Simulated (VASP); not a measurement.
A run of VASP 6.6.1:

File POSCAR:

```
LiF
1.0
    2.0048727240      2.0048727240      0.0000000000
   -2.0048727240      2.0048727240      0.0000000000
    0.0000000000      2.0048727240      1.9889135381
Li F
1 1
Direct
    0.0000000000      0.0000000000      0.0000000000
    0.5000000000      0.5000000000      0.0000000000
```

INCAR.step1

```
PREC = Accurate ; ENCUT = 520
ISMEAR = 0 ; SIGMA = 0.01
LREAL = False ; LASPH = True
NELM = 60 ; NBANDS = 12
GGA = PE ; ALGO = Normal
EDIFF = 1E-4 ; LWAVE = True
LCHARG = False
```

Contents of INCAR.step2:

```
PREC = Accurate ; ENCUT = 520
EDIFF = 1E-6 ; ISMEAR = 0
SIGMA = 0.01 ; LREAL = False
LASPH = True ; NELM = 60
ALGO = Normal ; ISIF = 2
LWAVE = False ; LCHARG = True
METAGGA = R2SCAN ; LMIXTAU = True
LELF = True ; LVHAR = True
NBANDS = 12 ; ISTART = 1
```

KPOINTS

```
regular mesh
0
Gamma
  10 10 10
```

Potentials or basis: VASP PAW PBE potentials, release 64 (Li_sv, F).

Command:

```sh
$ cat potpaw_PBE.64/Li_sv/POTCAR potpaw_PBE.64/F/POTCAR > POTCAR
$ cp INCAR.step1 INCAR
$ mpirun -np 1 vasp_std > vasp.out
$ cp INCAR.step2 INCAR
$ mpirun -np 1 vasp_std > vasp.out
```

Hardware: 1 thread of Intel Xeon 8259CL, on a shared host.

Q: Estimate the wall time of this run.

A: It took 89 s on 1 thread of Intel Xeon 8259CL (shared host), peak memory 0.14 GiB. Counts: k points 102.
